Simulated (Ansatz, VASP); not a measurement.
B2Cl in VASP and in Ansatz

```
B Cl
1.0
     1.52775    0.88205    4.34911
    -1.52775    0.88205    4.34911
     0.00000   -1.76409    4.34911
B Cl
2 1
Cartesian
  0.0000 0.0000 11.0745
  0.0000 0.0000 1.9728
  0.0000 0.0000 0.0000
```

Alike in both runs: functional PBE; k mesh 18 × 18 × 18; occupations gaussian, width 0.1 eV; no spin polarisation.

Ansatz relaxed the structure, and its values are those at the end. VASP's run is a single point on that final structure, the one shown.

```csv
,VASP,Ansatz
version,VASP 6.6.1,Ansatz 0.2.0
potentials or method,"VASP PAW PBE potentials, release 64 (B, Cl), cutoff 520 eV","scalar-relativistic, plane waves, PAW"
valence electrons in the cell,13,13
```

VASP gave:

```
gap on the k mesh at the Fermi level (eV) : none
pressure (GPa)                            : -0.1
rms of the force components (eV/Å)        : 0.010
```

Task: Which values does Ansatz return?

Result: gap on the k mesh at the Fermi level (eV): none; pressure (GPa): 0.0; rms of the force components (eV/Å): 0.001.

A gap of «none» marks a metal or a gap that the smearing closes. With one functional, cell and mesh, what is left measures potentials, basis and numerics.
